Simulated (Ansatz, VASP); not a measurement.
**One calculation of HfB, two programs**

INCAR

```
PREC = Accurate ; ENCUT = 520
EDIFF = 1E-7 ; ISMEAR = -1
SIGMA = 0.05 ; LREAL = False
LASPH = True ; NELM = 150
ALGO = Normal ; ISIF = 2
LWAVE = False ; LCHARG = False
MAGMOM = 0 0 0 0 0 0 ; LORBIT = 11
LSORBIT = True ; GGA_COMPAT = False
LORBMOM = True ; LMAXMIX = 4
NBANDS = 25
```

The input KPOINTS:

```
regular mesh
0
Gamma
  7 7 7
```

POSCAR

```
HfB
1.0
    0.0000000000      2.3100000000      2.3100000000
    2.3100000000      0.0000000000      2.3100000000
    2.3100000000      2.3100000000      0.0000000000
Hf B
1 1
Direct
    0.5000000000      0.5000000000      0.5000000000
    0.0000000000      0.0000000000      0.0000000000
```

input.yaml

```yaml
crystal:
  lattice:
    - [0.0, 2.31, 2.31]
    - [2.31, 0.0, 2.31]
    - [2.31, 2.31, 0.0]
  atoms:
    - { symbol: Hf, position: [0.5, 0.5, 0.5] }
    - { symbol: B, position: [0.0, 0.0, 0.0] }
hamiltonian:
  xc: lda
  pseudopotentials: { kind: paw_fr }
magnetization:
  noncollinear: true
  spin_orbit: true
kpoints:
  mp_grid: { grid: [7, 7, 7] }
  band_path:
    path:
      - [[0.0, 0.0, 0.0], [0.5, 0.0, 0.5], [0.5, 0.25, 0.75], [0.375, 0.375, 0.75], [0.0, 0.0, 0.0], [0.5, 0.5, 0.5], [0.625, 0.25, 0.625], [0.5, 0.25, 0.75], [0.5, 0.5, 0.5], [0.375, 0.375, 0.75]]
      - [[0.625, 0.25, 0.625], [0.5, 0.0, 0.5]]
    npoints: 14
scf:
  occupations: { method: fermi_dirac, width: 0.05 }
  n_extra_bands: 6
output:
  forces: true
  stress: true
  eigenvalues: true
  fatbands: false
```

Alike in both runs: functional LDA; k mesh 7 × 7 × 7; occupations fermi-dirac, width 0.05 eV; non-collinear spin, spin-orbit coupling.

|  | VASP | Ansatz |
| --- | --- | --- |
| version | VASP 6.6.1 | Ansatz 0.2.0 |
| potentials or method | VASP PAW LDA potentials, release 64 (Hf_pv, B) | Ansatz PAW |
| plane-wave cutoff (eV) | 520 | 420 |
| valence electrons in the cell | 13 | 29 |
| task | single point | band structure |

|  | VASP | Ansatz | Ansatz less VASP |
| --- | --- | --- | --- |
| pressure (GPa) | 19.3 | 16.9 | -2.32 |
| net moment per atom (μB) | 0.00 | 0.00 | 0.000 |

LDA's correlation is that of Perdew and Zunger in VASP and of Perdew and Wang (1992) in Ansatz. VASP's potentials hold 13 valence electrons a cell and Ansatz's 29, so a difference there can come from the potentials and not from the codes.
